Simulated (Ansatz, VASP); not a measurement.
**CuAu in VASP and in Ansatz**

The input INCAR:

```
ALGO = Normal ; EDIFF = 1E-6
ENCUT = 520 ; GGA = PS
ISIF = 2 ; ISMEAR = -1
LASPH = True ; LCHARG = False
LREAL = False ; LWAVE = False
NBANDS = 18 ; NELM = 100
PREC = Accurate ; SIGMA = 0.05
```

KPOINTS

```
k-points
0
Gamma
  13 13 10
```

POSCAR

```
CuAu
1.0
    2.8549159028      0.0000000000      0.0000000000
    0.0000000000      2.8549159028      0.0000000000
    0.0000000000      0.0000000000      3.7419790583
Cu Au
1 1
Direct
    0.5000000000      0.5000000000      0.5000000000
    0.0000000000      0.0000000000      0.0000000000
```

Input for Ansatz:

```yaml
crystal:
  lattice:
    - [2.8549159028, 0.0, 0.0]
    - [0.0, 2.8549159028, 0.0]
    - [0.0, 0.0, 3.7419790583]
  atoms:
    - { symbol: Cu, position: [0.5, 0.5, 0.5] }
    - { symbol: Au, position: [0.0, 0.0, 0.0] }
kpoints:
  mp_grid: { grid: [13, 13, 10] }
  band_path:
    path:
      - [0.0, 0.0, 0.0]
      - [0.0, 0.5, 0.0]
      - [0.5, 0.5, 0.0]
      - [0.0, 0.0, 0.0]
      - [0.0, 0.0, 0.5]
      - [0.0, 0.5, 0.5]
      - [0.5, 0.5, 0.5]
      - [0.0, 0.0, 0.5]
      - [0.0, 0.5, 0.0]
    npoints: 5
scf:
  occupations: { method: fermi_dirac, width: 0.05 }
hamiltonian:
  xc: pbesol
  pseudopotentials: { kind: all_electron, lapw: { basis_error: 0.00025 } }
output:
  forces: true
  stress: true
  eigenvalues: true
```

Change from the starting cell: volume scaled by 1.06.

Alike in both runs: task single point; functional PBEsol; k mesh 13 × 13 × 10; occupations fermi-dirac, width 0.05 eV; no spin polarisation.

|  | VASP | Ansatz |
| --- | --- | --- |
| version | VASP 6.6.1 | Ansatz 0.2.0 |
| potentials or method | VASP PAW PBE potentials, release 64 (Cu, Au), cutoff 520 eV | all-electron LAPW, scalar-relativistic |

|  | VASP | Ansatz | Ansatz less VASP |
| --- | --- | --- | --- |
| pressure (GPa) | -9.8 | -10.0 | -0.15 |
| traceless stress, the component that is largest in VASP (GPa) | 0.46 | 0.43 | -0.030 |

VASP's potentials were made for PBE, not for PBEsol. Ansatz ran all-electron here, and VASP with PAW potentials.

Spin-orbit coupling is off throughout.
